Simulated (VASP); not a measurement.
HfC:

```xyz
2
Lattice="0.0000 2.2775 2.2775 2.2775 0.0000 2.2775 2.2775 2.2775 0.0000" Properties=species:S:1:pos:R:3 pbc="T T T"
Hf    2.2775    2.2775    2.2775
C     0.0000    0.0000    0.0000
```

Base run:

- Program: VASP 6.6.1
- Functional: LDA
- Potentials or basis: VASP PAW LDA potentials, release 64 (Hf_pv, C)
- Cutoff: 520 eV
- k mesh: 10 × 10 × 10
- Occupations: fermi-dirac, width 0.05 eV
- Spin: no spin polarisation

Its results: band gap on the k mesh zero (band 7 reaches 7.41 eV, above the bottom of band 8 at 5.97 eV); pressure 3.8 GPa.

Q: The run is repeated on the same cell with these changes: functional from LDA to r2SCAN; potentials or basis from VASP PAW LDA potentials, release 64 (Hf_pv, C) to VASP PAW PBE potentials, release 64 (Hf_pv, C). What comes out?

A: Band gap on the k mesh zero (band 7 reaches 7.42 eV, above the bottom of band 8 at 5.93 eV); pressure 14.5 GPa.

Caveats: spin-orbit coupling is left out, which moves the levels of the heavy elements; the PAW data sets were made with another functional, which shifts forces and pressure a little (some runs).
